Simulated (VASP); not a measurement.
Here is a VASP 6.6.1 calculation.

The input POSCAR:

```
PbSe
1.0
    0.0000000000      3.0887022205      3.0887022205
    3.0887022205      0.0000000000      3.0887022205
    3.0887022205      3.0887022205      0.0000000000
Pb Se
1 1
Direct
    0.0000000000      0.0000000000      0.0000000000
    0.5000000000      0.5000000000      0.5000000000
```

Contents of INCAR.step1:

```
SYSTEM = PbSe
ALGO     = Normal         ! electronic algorithm
EDIFF    = 1E-5           ! SCF threshold, eV
ENCUT    = 520            ! plane-wave cutoff, eV
GGA      = PE             ! functional
ISIF     = 2              ! what is computed and relaxed
ISMEAR   = 0              ! smearing method
LASPH    = .True.         ! aspherical terms in the spheres
LCHARG   = .False.        ! write CHGCAR
LREAL    = .False.        ! projectors in reciprocal space
LWAVE    = .True.         ! write WAVECAR
NBANDS   = 17             ! bands
NELM     = 60             ! most SCF steps
PREC     = Accurate       ! precision mode
SIGMA    = 0.01           ! smearing width, eV
```

INCAR.step2

```
SYSTEM = PbSe
AEXX     = 1.0            ! exact-exchange fraction
AGGAC    = 1.0          
ALDAC    = 1.0          
ALGO     = Normal         ! electronic algorithm
EDIFF    = 1E-7           ! SCF threshold, eV
ENCUT    = 520            ! plane-wave cutoff, eV
GGA      = PE             ! functional
HFSCREEN = 0.5            ! screening, 1/A
ISIF     = 2              ! what is computed and relaxed
ISMEAR   = 0              ! smearing method
ISTART   = 1            
LASPH    = .True.         ! aspherical terms in the spheres
LCHARG   = .False.        ! write CHGCAR
LHFCALC  = .True.         ! exact exchange
LREAL    = .False.        ! projectors in reciprocal space
LWAVE    = .False.        ! write WAVECAR
NBANDS   = 17             ! bands
NELM     = 60             ! most SCF steps
PREC     = Accurate       ! precision mode
PRECFOCK = Normal       
SIGMA    = 0.01           ! smearing width, eV
```

File KPOINTS:

```
k-points
0
Gamma
  4 4 4
  0 0 0
```

Potentials or basis: VASP PAW PBE potentials, release 64 (Pb_d, Se).

The run is started by

```sh
$ cat potpaw_PBE.64/Pb_d/POTCAR potpaw_PBE.64/Se/POTCAR > POTCAR
$ cp INCAR.step1 INCAR
$ mpirun -np 1 vasp_std > vasp.out
$ cp INCAR.step2 INCAR
$ mpirun -np 1 vasp_std > vasp.out
```

Q: Estimate the pressure.

A: -1.9 GPa.

Q: Estimate the band gap on the k mesh.

A: 1.09 eV.

Caveat: the k points lie up to 0.44 Å⁻¹ apart; the PAW data sets were made with another functional, which shifts forces and pressure a little; spin-orbit coupling is left out, which moves the levels of the heavy elements. A k mesh can miss the band edges.
